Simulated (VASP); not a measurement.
A run of VASP 6.6.1 is set up as follows.

The input INCAR:

```
  ALGO = Normal
  EDIFF = 1E-7
  ENCUT = 520
  GGA = PE
  ISIF = 2
  ISMEAR = 0
  IVDW = 12
  LASPH = True
  LCHARG = False
  LREAL = False
  LWAVE = False
  NBANDS = 8
  NELM = 80
  PREC = Accurate
  SIGMA = 0.15
```

The input KPOINTS:

```
k-points
0
Gamma
  28 28 28
```

File POSCAR:

```
Si
1.0
    0.0000000000      2.0668159823      1.9005204435
    1.9005204435      0.0000000000      1.9005204435
    1.9005204435      2.0668159823      0.0000000000
Si
1
Direct
    0.0000000000      0.0000000000      0.0000000000
```

Potentials or basis: VASP PAW PBE potentials, release 64 (Si).

Run with:

```console
$ cat potpaw_PBE.64/Si/POTCAR > POTCAR
$ mpirun -np 1 vasp_std > vasp.out
```

Task: Estimate the band gap on the k mesh.

Result: Zero (bands 2 and 3 overlap by 14.41 eV).

Task: Predict the pressure.

Result: -6.8 GPa.

Stress tensor (GPa, compression positive):
```
-7.30  0.00  0.00
 0.00 -5.86  0.00
 0.00  0.00 -7.30
```

Caveat: the cell differs from its parent crystal (strain +0.0875 x Voigt [0, 1, 0, 0, 0, 0]); the cell stands under tension.
